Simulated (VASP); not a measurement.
# Zn8O7 (a cell with a defect) in VASP: a series of runs

Runs on Zn8O7 (a cell with a defect). Level: PBE. Tasks: single point, relaxation of the atoms.

Everything below comes from runs of VASP 6.6.1. Logs are shortened: lines on timing, memory, paths and dates and some standing lists are left out, and cuts for length are marked.

### 1 The cell of the first run

The cell holds a defect, 15 atoms: a = 5.293 Å, b = 6.559 Å, c = 6.559 Å, α = 120.00°, β = 90.00°, γ = 90.00°.

### 2 Single point, PBE

File INCAR:

```
SYSTEM = Zn8O7
  PREC = Accurate
  ENCUT = 520
  EDIFF = 1E-7
  ISMEAR = 0
  SIGMA = 0.01
  LREAL = Auto
  LASPH = .TRUE.
  NELM = 100
  ALGO = Normal
  ISIF = 2
  LWAVE = .FALSE.
  LCHARG = .TRUE.
  GGA = PE
  LELF = .TRUE.
  LVHAR = .TRUE.
  NELECT = 136.0
  NBANDS = 82
```

File KPOINTS:

```
regular mesh
0
G
  1 1 1
  0 0 0
```

File POSCAR:

```
Zn8O7
1.0
    0.0000000000      0.0000000000      5.2932331742
    6.5587815588      0.0000000000      0.0000000000
   -3.2793907793      5.6800714478      0.0000000000
Zn O
8 7
Direct
    0.5382117921      0.3333333333      0.1666666667
    0.4992193143      0.3302149054      0.6651074527
    0.4992193143      0.8348925473      0.1697850946
    0.4992193143      0.8348925473      0.6651074527
   -0.0044648120      0.1734440675      0.3265559325
   -0.0044648120      0.1734440675      0.8468881350
   -0.0044648120      0.6531118650      0.3265559325
   -0.0018049359      0.6666666667      0.8333333333
    0.8770127729      0.3320894623      0.6660447312
    0.8770127729      0.8339552688      0.1679105377
    0.8770127729      0.8339552688      0.6660447312
    0.3786244538      0.1723377288      0.3276622712
    0.3786244538      0.1723377288      0.8446754576
    0.3786244538      0.6553245424      0.3276622712
    0.3751923683      0.6666666667      0.8333333333
```

Potentials or basis: VASP PAW PBE potentials, release 64 (Zn, O).

The run is started by

```console
$ cat potpaw_PBE.64/Zn/POTCAR potpaw_PBE.64/O/POTCAR > POTCAR
$ mpirun -np 1 vasp_gam > vasp.out
```

OUTCAR:

```text
SYSTEM = Zn8O7
   PREC = Accurate
   ENCUT = 520
   EDIFF = 1E-7
   ISMEAR = 0
   LREAL = Auto
   LASPH = .TRUE.
   NELM = 100
   ISIF = 2
   GGA = PE
   NELECT = 136.0

 ion  position               nearest neighbor table
   1  0.538  0.333  0.167-  12 2.01  13 2.01  14 2.01   5 3.03   6 3.03   7 3.03
   2  0.499  0.330  0.665-   9 2.00  15 2.02  13 2.02  12 2.02
   3  0.499  0.835  0.170-  10 2.00  15 2.02  14 2.02  12 2.02
   4  0.499  0.835  0.665-  11 2.00  15 2.02  14 2.02  13 2.02
   5  0.996  0.173  0.327-  12 2.03   9 2.03  10 2.03   1 3.03
   6  0.996  0.173  0.847-  13 2.03   9 2.03  11 2.03   1 3.03
   7  0.996  0.653  0.327-  14 2.03  10 2.03  11 2.03   1 3.03
   8  0.998  0.667  0.833-  15 2.00  11 2.01  10 2.01   9 2.01
   9  0.877  0.332  0.666-   2 2.00   8 2.01   6 2.03   5 2.03
  10  0.877  0.834  0.168-   3 2.00   8 2.01   7 2.03   5 2.03
  11  0.877  0.834  0.666-   4 2.00   8 2.01   7 2.03   6 2.03
  12  0.379  0.172  0.328-   1 2.01   2 2.02   3 2.02   5 2.03
  13  0.379  0.172  0.845-   1 2.01   2 2.02   4 2.02   6 2.03
  14  0.379  0.655  0.328-   1 2.01   3 2.02   4 2.02   7 2.03
  15  0.375  0.667  0.833-   8 2.00   4 2.02   3 2.02   2 2.02

  LATTYP: Found a hexagonal cell.
 ALAT       =     6.5587815588
 C/A-ratio  =     0.8070451999

  Lattice vectors:

 A1 = (   6.5587815588,   0.0000000000,   0.0000000000)
 A2 = (  -3.2793907793,   5.6800714478,   0.0000000000)
 A3 = (   0.0000000000,   0.0000000000,   5.2932331742)

Analysis of symmetry for initial positions (statically):
=====================================================================
 Subroutine PRICEL returns:
 Original cell was already a primitive cell.

 Routine SETGRP: Setting up the symmetry group for a
 hexagonal supercell.

 Subroutine GETGRP returns: Found  6 space group operations
 (whereof  2 operations were pure point group operations)
 out of a pool of 24 trial point group operations.

The static configuration has the point symmetry C_1h.
 The point group associated with its full space group is C_3v.

Analysis of symmetry for dynamics (positions and initial velocities):
=====================================================================
 Subroutine PRICEL returns:
 Original cell was already a primitive cell.

 Routine SETGRP: Setting up the symmetry group for a
 hexagonal supercell.

 Subroutine GETGRP returns: Found  6 space group operations
 (whereof  2 operations were pure point group operations)
 out of a pool of 24 trial point group operations.

The dynamic configuration has the point symmetry C_1h.
 The point group associated with its full space group is C_3v.

 Subroutine INISYM returns: Found  6 space group operations
 (whereof  2 operations are pure point group operations),
 and found     1 'primitive' translations

----------------------------------------------------------------------------------------

                                     Primitive cell

  volume of cell :     197.1959

  direct lattice vectors                    reciprocal lattice vectors
     0.000000000  0.000000000  5.293233174     0.000000000  0.000000000  0.188920451
     6.558781559  0.000000000  0.000000000     0.152467343  0.088027062  0.000000000
    -3.279390779  5.680071448  0.000000000     0.000000000  0.176054123  0.000000000

  length of vectors
     5.293233174  6.558781559  6.558781559     0.188920451  0.176054123  0.176054123

  position of ions in fractional coordinates (direct lattice)
     0.538211792  0.333333333  0.166666667
     0.499219314  0.330214905  0.665107453
     0.499219314  0.834892547  0.169785095
     0.499219314  0.834892547  0.665107453
     0.995535188  0.173444068  0.326555932
     0.995535188  0.173444068  0.846888135
     0.995535188  0.653111865  0.326555932
     0.998195064  0.666666667  0.833333333
     0.877012773  0.332089462  0.666044731
     0.877012773  0.833955269  0.167910538
     0.877012773  0.833955269  0.666044731
     0.378624454  0.172337729  0.327662271
     0.378624454  0.172337729  0.844675458
     0.378624454  0.655324542  0.327662271
     0.375192368  0.666666667  0.833333333

  ion indices of the primitive-cell ions
   primitive index   ion index
                 1           1
                 2           2
                 3           3
                 4           4
                 5           5
                 6           6
                 7           7
                 8           8
                 9           9
                10          10
                11          11
                12          12
                13          13
                14          14
                15          15

----------------------------------------------------------------------------------------

 KPOINTS: regular mesh

Automatic generation of k-mesh.
 Grid dimensions read from file:
 generate k-points for:    1    1    1

 Generating k-lattice:

  Cartesian coordinates                     Fractional coordinates (reciprocal lattice)
     0.000000000  0.000000000  0.188920451     1.000000000  0.000000000  0.000000000
     0.152467343  0.088027062  0.000000000     0.000000000  1.000000000  0.000000000
     0.000000000  0.176054123  0.000000000     0.000000000  0.000000000  1.000000000

  Length of vectors
     0.188920451  0.176054123  0.176054123

  Shift w.r.t. Gamma in fractional coordinates (k-lattice)
     0.000000000  0.000000000  0.000000000

 Subroutine IBZKPT returns following result:
 ===========================================

 Found      1 irreducible k-points:

 Following reciprocal coordinates:
            Coordinates               Weight
  0.000000  0.000000  0.000000      1.000000
   k-points           NKPTS =      1   k-points in BZ     NKDIM =      1   number of bands    NBANDS=     82
   number of dos      NEDOS =    301   number of ions     NIONS =     15
   total plane-waves  NPLWV = 100000
   dimension x,y,z NGX =    40 NGY =   50 NGZ =   50
   dimension x,y,z NGXF=    80 NGYF=  100 NGZF=  100
   ions per type =               8   7
   NGX,Y,Z   is equivalent  to a cutoff of  12.56, 12.67, 12.67 a.u.
   NGXF,Y,Z  is equivalent  to a cutoff of  25.13, 25.35, 25.35 a.u.
 SYSTEM =  Zn8O7
   PREC   = accura    normal or accurate (medium, high low for compatibility)
   ISTART =      0    job   : 0-new  1-cont  2-samecut
   ICHARG =      2    charge: 1-file 2-atom 10-const
   ISPIN  =      1    spin polarized calculation?
   LNONCOLLINEAR =      F non collinear calculations
   LSORBIT =      F    spin-orbit coupling
   LASPH  =      T    aspherical Exc in radial PAW
   ENCUT  =  520.0 eV  38.22 Ry    6.18 a.u.   9.84 12.19 12.19*2*pi/ulx,y,z
   NELM   =    100;   NELMIN=  2; NELMDL= -5     # of ELM steps
   EDIFF  = 0.1E-06   stopping-criterion for ELM
   LREAL  =      T    real-space projection
   EDIFFG = 0.1E-05   stopping-criterion for IOM
   NSW    =      0    number of steps for IOM
   IBRION =     -1    ionic relax: 0-MD 1-quasi-New 2-CG
   NFREE  =      0    steps in history (QN), initial steepest desc. (CG)
   ISIF   =      2    stress and relaxation
   ISYM   =      2    0-nonsym 1-usesym 2-fastsym
   POTIM  = 0.5000    time-step for ionic-motion
   TEBEG  =    0.0;   TEEND  =   0.0 temperature during run
   PSTRESS=    0.0 pullay stress
   NELECT =     136.0000    total number of electrons
   NUPDOWN=      -1.0000    fix difference up-down
   EMIN   =  10.00;   EMAX   =-10.00  energy-range for DOS
   EFERMI =   0.00;   METHOD = LEGACY
   ISMEAR =     0;   SIGMA  =   0.01  broadening in eV -4-tet -1-fermi 0-gaus
   EFERMI_NEDOS =   21; number of points for ismear=-14 and -15
   IALGO  =     38    algorithm
   IMIX   =      4    mixing-type and parameters
     AMIX     =   0.40;   BMIX     =  1.00
     AMIX_MAG =   1.60;   BMIX_MAG =  1.00
  volume/ion in A,a.u.               =      13.15        88.72
  Fermi-wavevector in a.u.,A,eV,Ry     =   1.446400  2.733300 28.464388  2.092074
  Thomas-Fermi vector in A             =   2.564473
   LORBIT       =      0    0 simple, 1 ext, 2 COOP (PROOUT), +10 PAW based schemes
   GGA     = PE    functional components
   LHFCALC =     F    Hartree Fock is set to
   AEXX    =    0.0000 exact exchange contribution
   IVDW    =     0    specifies the selected vdW correction
   LEPSILON=     F    determine dielectric tensor
   LRPA    =     F    only Hartree local field effects (RPA)
 non-spin polarized calculation
 Gauss-broadening in eV      SIGMA  =   0.01
  energy-cutoff  :      520.00
  volume of cell :      197.20
 maximum number of plane-waves:      2650
 NGX is ok and might be reduce to    40
   NGX = 19   NGY = 25   NGZ = 25

 number of electron     136.0000076 magnetization

 Free energy of the ion-electron system (eV)
  ---------------------------------------------------
  ext. energy  EPLUGINS =         0.00000000
  ---------------------------------------------------
  free energy    TOTEN  =       -64.08985348 eV

  energy without entropy =      -64.07856969  energy(sigma->0) =      -64.08421158

 E-fermi :  -0.0115     XC(G=0): -10.4101

 val. band max:       -0.0115051957   @ k =   0.0000   0.0000   0.0000
 cond. band min:      -0.0115034994   @ k =   0.0000   0.0000   0.0000
 fundamental gap:      0.0000016964
 Fermi energy:        -0.0115043475

 k-point     1 :       0.0000    0.0000    0.0000
  band No.  band energies     occupation
      1     -17.2754      2.00000
      2     -16.7902      2.00000
      3     -16.6535      2.00000
      4     -16.6535      2.00000
      5     -16.6398      2.00000
      6     -16.4648      2.00000
[... 72 lines left out ...]
     79       8.1535      0.00000
     80       8.2290      0.00000
 [bands above 80 left out]

------------------------ aborting loop because EDIFF is reached ----------------------------------------

  FORCE on cell =-STRESS in cart. coord.  units (eV):
  Direction    XX          YY          ZZ          XY          YZ          ZX
  --------------------------------------------------------------------------------------
  -------------------------------------------------------------------------------------
  Total      -17.4584590    -17.4584590    -23.9072192     -0.0000000     -0.0000000     -0.0000000
  in kB     -141.8464593   -141.8464593   -194.2413353     -0.0000000     -0.0000000     -0.0000000
  external PRESSURE =    -159.3114179 kB  Pullay stress =       0.0000000 kB

 VOLUME and BASIS-vectors are now :
 -----------------------------------------------------------------------------
  energy-cutoff  :      520.00
  volume of cell :      197.20
      direct lattice vectors                 reciprocal lattice vectors
     0.000000000  0.000000000  5.293233174     0.000000000  0.000000000  0.188920451
     6.558781559  0.000000000  0.000000000     0.152467343  0.088027062  0.000000000
    -3.279390779  5.680071448  0.000000000     0.000000000  0.176054123  0.000000000

 POSITION                                       TOTAL-FORCE (eV/Angst)
 -----------------------------------------------------------------------------------
      1.63970      0.94668      2.84888        -0.000000     -0.000000      0.047901
     -0.01534      3.77786      2.64248        -0.006363     -0.003674     -0.000517
      4.91909      0.96439      2.64248         0.000000      0.007348     -0.000517
      3.29473      3.77786      2.64248         0.006363     -0.003674     -0.000517
      0.06668      1.85486      5.26960         0.042372     -0.024463     -0.019973
     -1.63970      4.81039      5.26960         0.000000      0.048927     -0.019973
      3.21271      1.85486      5.26960        -0.042372     -0.024463     -0.019973
      1.63970      4.73339      5.28368        -0.000000     -0.000000      0.011754
     -0.00612      3.78318      4.64223        -0.011166     -0.006447      0.003017
      4.91909      0.95374      4.64223         0.000000      0.012893      0.003017
      3.28551      3.78318      4.64223         0.011166     -0.006447      0.003017
      0.05579      1.86115      2.00415         0.014499     -0.008371      0.003566
     -1.63970      4.79782      2.00415         0.000000      0.016742      0.003566
      3.22360      1.86115      2.00415        -0.014499     -0.008371      0.003566
      1.63970      4.73339      1.98598        -0.000000     -0.000000     -0.017936
 -----------------------------------------------------------------------------------
    total drift:                                0.000022     -0.000037      0.012391

  FREE ENERGIE OF THE ION-ELECTRON SYSTEM (eV)
  ---------------------------------------------------
  free  energy   TOTEN  =       -64.0898534794 eV

  energy  without entropy=      -64.0785696878  energy(sigma->0) =      -64.08421158
```

It took 45 s on 1 thread of Intel Xeon 6975P-C (Granite Rapids), shared host; peak memory 0.28 GiB.

Results:

- Free energy: -64.0899 eV
- Largest force: 0.053 eV/Å

Forces on the atoms (eV/Å):
```
Zn   0.000  0.000  0.048
Zn  -0.006 -0.004 -0.001
Zn   0.000  0.007 -0.001
Zn   0.006 -0.004 -0.001
Zn   0.042 -0.024 -0.020
Zn   0.000  0.049 -0.020
Zn  -0.042 -0.024 -0.020
Zn   0.000  0.000  0.012
O   -0.011 -0.006  0.003
O    0.000  0.013  0.003
O    0.011 -0.006  0.003
O    0.014 -0.008  0.004
O    0.000  0.017  0.004
O   -0.014 -0.008  0.004
O    0.000  0.000 -0.018
```

Caveat: the k points lie up to 1.19 Å⁻¹ apart; the cell carries a net charge on a neutralising background, which shifts energy and pressure; the cell is charged against a uniform background, so pressure and absolute levels hang on convention.

### 3 Single point, PBE, collinear spin

File INCAR:

```
PREC = Accurate
ENCUT = 520
EDIFF = 1E-7
ISMEAR = 0
SIGMA = 0.01
LREAL = Auto
LASPH = True
NELM = 150
ALGO = Normal
ISIF = 2
LWAVE = False
LCHARG = True
ISPIN = 2
MAGMOM = 0.25 0 0 0 0.25 0.25 0.25 0 0 0 0 0 0 0 0
LORBIT = 11
GGA = PE
LELF = True
LVHAR = True
NELECT = 137.0
NBANDS = 86
```

File KPOINTS:

```
Automatic mesh
0
Gamma
  1 1 1
```

File POSCAR:

```
Zn8O7
1.0
    0.0000000000      0.0000000000      5.2932331742
    6.5587815588      0.0000000000      0.0000000000
   -3.2793907793      5.6800714478      0.0000000000
Zn O
8 7
Direct
    0.5409333493      0.3333333333      0.1666666667
    0.4984411749      0.3300477741      0.6650238870
    0.4984411749      0.8349761130      0.1699522259
    0.4984411749      0.8349761130      0.6650238870
   -0.0045483734      0.1736983003      0.3263016997
   -0.0045483734      0.1736983003      0.8473966006
   -0.0045483734      0.6526033994      0.3263016997
   -0.0019810440      0.6666666667      0.8333333333
    0.8780524161      0.3302135168      0.6651067584
    0.8780524161      0.8348932416      0.1697864832
    0.8780524161      0.8348932416      0.6651067584
    0.3771748587      0.1730131647      0.3269868353
    0.3771748587      0.1730131647      0.8460263294
    0.3771748587      0.6539736706      0.3269868353
    0.3764618776      0.6666666667      0.8333333333
```

Potentials or basis: VASP PAW PBE potentials, release 64 (Zn, O).

The run is started by

```console
$ cat potpaw_PBE.64/Zn/POTCAR potpaw_PBE.64/O/POTCAR > POTCAR
$ mpirun -np 1 vasp_gam > vasp.out
```

OUTCAR:

```text
PREC = Accurate
   ENCUT = 520
   EDIFF = 1E-7
   ISMEAR = 0
   LREAL = Auto
   LASPH = True
   NELM = 150
   ISIF = 2
   ISPIN = 2
   LORBIT = 11
   GGA = PE
   NELECT = 137.0

 ion  position               nearest neighbor table
   1  0.541  0.333  0.167-  12 2.02  13 2.02  14 2.02   5 3.01   6 3.01   7 3.01
   2  0.498  0.330  0.665-   9 2.01  15 2.02  12 2.03  13 2.03
   3  0.498  0.835  0.170-  10 2.01  15 2.02  12 2.03  14 2.03
   4  0.498  0.835  0.665-  11 2.01  15 2.02  14 2.03  13 2.03
   5  0.995  0.174  0.326-  12 2.02   9 2.02  10 2.02   1 3.01
   6  0.995  0.174  0.847-  13 2.02   9 2.02  11 2.02   1 3.01
   7  0.995  0.653  0.326-  14 2.02  10 2.02  11 2.02   1 3.01
   8  0.998  0.667  0.833-  15 2.00  11 2.01  10 2.01   9 2.01
   9  0.878  0.330  0.665-   2 2.01   8 2.01   6 2.02   5 2.02
  10  0.878  0.835  0.170-   3 2.01   8 2.01   7 2.02   5 2.02
  11  0.878  0.835  0.665-   4 2.01   8 2.01   7 2.02   6 2.02
  12  0.377  0.173  0.327-   1 2.02   5 2.02   2 2.03   3 2.03
  13  0.377  0.173  0.846-   1 2.02   6 2.02   4 2.03   2 2.03
  14  0.377  0.654  0.327-   1 2.02   7 2.02   4 2.03   3 2.03
[... 432 lines left out ...]
# of ion       s       p       d       tot
------------------------------------------
    1        0.451   0.378   9.821  10.651
    2        0.421   0.433   9.840  10.695
    3        0.421   0.433   9.840  10.695
    4        0.421   0.433   9.840  10.695
    5        0.489   0.368   9.805  10.662
    6        0.489   0.368   9.805  10.662
    7        0.489   0.368   9.805  10.662
    8        0.422   0.440   9.848  10.710
    9        1.561   3.388   0.000   4.949
   10        1.561   3.388   0.000   4.949
   11        1.561   3.388   0.000   4.949
   12        1.557   3.395   0.000   4.952
   13        1.557   3.395   0.000   4.952
   14        1.557   3.395   0.000   4.952
   15        1.547   3.406   0.000   4.953
--------------------------------------------------
tot         14.506  26.980  78.604 120.089

 magnetization (x)

# of ion       s       p       d       tot
------------------------------------------
    1       -0.003  -0.001   0.018   0.015
    2       -0.005   0.000   0.045   0.040
    3       -0.005   0.000   0.045   0.040
    4       -0.005   0.000   0.045   0.040
    5       -0.002  -0.001   0.010   0.008
    6       -0.002  -0.001   0.010   0.008
    7       -0.002  -0.001   0.010   0.008
    8       -0.005   0.001   0.040   0.036
    9        0.001   0.069   0.000   0.069
   10        0.001   0.069   0.000   0.069
   11        0.001   0.069   0.000   0.069
   12        0.002   0.103   0.000   0.105
   13        0.002   0.103   0.000   0.105
   14        0.002   0.103   0.000   0.105
   15        0.003   0.190   0.000   0.193
--------------------------------------------------
tot         -0.018   0.703   0.226   0.911
```

OSZICAR:

```text
N       E                     dE             d eps       ncg     rms          rms(c)
DAV:   1     0.207713539447E+04    0.20771E+04   -0.68376E+04   352   0.262E+03
DAV:   2     0.393918020406E+03   -0.16832E+04   -0.15729E+04   344   0.705E+02
[... 11 lines left out ...]
DAV:  14    -0.640398939050E+02   -0.14855E-03   -0.48380E-04   386   0.119E-01    0.335E-02
DAV:  15    -0.640398998718E+02   -0.59667E-05   -0.67217E-05   402   0.137E-01    0.138E-02
DAV:  16    -0.640399062782E+02   -0.64065E-05   -0.17246E-05   414   0.403E-02    0.801E-03
DAV:  17    -0.640399083406E+02   -0.20623E-05   -0.64146E-06   356   0.170E-02    0.346E-03
DAV:  18    -0.640399085842E+02   -0.24362E-06   -0.16797E-06   364   0.144E-02    0.230E-03
DAV:  19    -0.640399085636E+02    0.20598E-07   -0.27008E-07   300   0.506E-03
   1 F= -.64039909E+02 E0= -.64037088E+02  d E =-.564190E-02  mag=     1.0000
```

stdout:

```text
POSCAR found type information on POSCAR ZnO
 POSCAR found :  2 types and      15 ions
 scaLAPACK will be used
 LDA part: xc-table for (Slater+PW92), standard interpolation
 POSCAR, INCAR and KPOINTS ok, starting setup
 FFT: planning ... GRIDC
 FFT: planning ... GRID_SOFT
 FFT: planning ... GRID
 WAVECAR not read
 entering main loop
 the old and the new charge density differ
 old charge density:   138.00000 new  137.00001
    0.254E+01
```

Wall time 84 s (1 thread of Intel Xeon 6975P-C (Granite Rapids), shared host); peak memory 0.36 GiB.

Results:

| Item | Value |
| --- | --- |
| Free energy | -64.0399 eV |
| Largest force | 0.065 eV/Å |
| Net moment | 1.00 μB per cell |
| Site moments | Zn +0.01, +0.04; O +0.07, +0.10, +0.19 μB |
| Valence electrons inside the program's atomic spheres | Zn 10.65, 10.70, 10.66, 10.71; O 4.95 |

Forces on the atoms (eV/Å):
```
Zn   0.000  0.000  0.065
Zn  -0.005 -0.003 -0.005
Zn   0.000  0.005 -0.005
Zn   0.005 -0.003 -0.005
Zn   0.039 -0.023 -0.016
Zn   0.000  0.045 -0.016
Zn  -0.039 -0.023 -0.016
Zn   0.000  0.000 -0.003
O   -0.002 -0.001  0.003
O    0.000  0.002  0.003
O    0.002 -0.001  0.003
O    0.003 -0.001 -0.002
O    0.000  0.003 -0.002
O   -0.003 -0.001 -0.002
O    0.000  0.000 -0.001
```

Caveat: the k points lie up to 1.19 Å⁻¹ apart; the cell carries a net charge on a neutralising background, which shifts energy and pressure; the cell is charged against a uniform background, so pressure and absolute levels hang on convention.

(Continued in part 2 of 2.)
